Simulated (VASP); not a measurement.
Set up this calculation in VASP 6.6.1, as the native input.

```
Task                   : single point
Functional             : LDA
Potentials or basis    : VASP PAW LDA potentials, release 64 (Bi_d, Te)
Cutoff                 : 520 eV
k mesh                 : 8 × 8 × 8
Occupations            : fermi-dirac, width 0.08 eV
Spin                   : no spin polarisation
Dipole correction      : no
Further INCAR settings : ALGO = Normal; EDIFF = 1e-07; NBANDS = 32
```

The structure of Bi2Te3 lies in POSCAR:

```
Bi2Te3
1.0
    2.2646099979      1.3358546497      9.9640879002
   -2.1523925099      1.3137696371      9.9420028877
    0.0369825621     -2.5004242369      9.9339192121
Bi Te
2 3
Direct
    0.8120000000      0.8120000000      0.8120000000
    0.4020000000      0.4020000000      0.4020000000
    0.6110000000      0.6110000000      0.6110000000
    0.2000000000      0.2000000000      0.2000000000
    0.0000000000      0.0000000000      0.0000000000
```

This cell differs from its parent crystal: equal xy, yz and zx shear strains of +1 %.

One way to write it, as run:

INCAR

```
  PREC = Accurate
  ENCUT = 520
  EDIFF = 1E-7
  ISMEAR = -1
  SIGMA = 0.08
  LREAL = False
  LASPH = True
  NELM = 80
  ALGO = Normal
  ISIF = 2
  LWAVE = False
  LCHARG = True
  LVHAR = True
  NBANDS = 32
  KPAR = 4
```

KPOINTS

```
regular mesh
0
Gamma
  8 8 8
```

Potentials or basis: VASP PAW LDA potentials, release 64 (Bi_d, Te).

The run is started by

```console
$ cat potpaw_LDA.64/Bi_d/POTCAR potpaw_LDA.64/Te/POTCAR > POTCAR
$ mpirun -np 4 vasp_std > vasp.out
```

Results of the run:

| Property | Result |
| --- | --- |
| Pressure | -1.8 GPa |
| Largest force | 1.159 eV/Å |
| Band gap on the k mesh | zero (bands 24 and 25 overlap by 0.24 eV) |

Caveat: the cell differs from its parent crystal (equal xy, yz and zx shear strains of +1 %); spin-orbit coupling is left out, which moves the levels of the heavy elements; forces of over 1 eV/Å act on the atoms, so gaps and moduli don't describe the material at rest.

It took 53 min on 4 MPI ranks on Oxide Virtual Turin-like Processor, on a shared host, peak memory 1.5 GiB a rank.
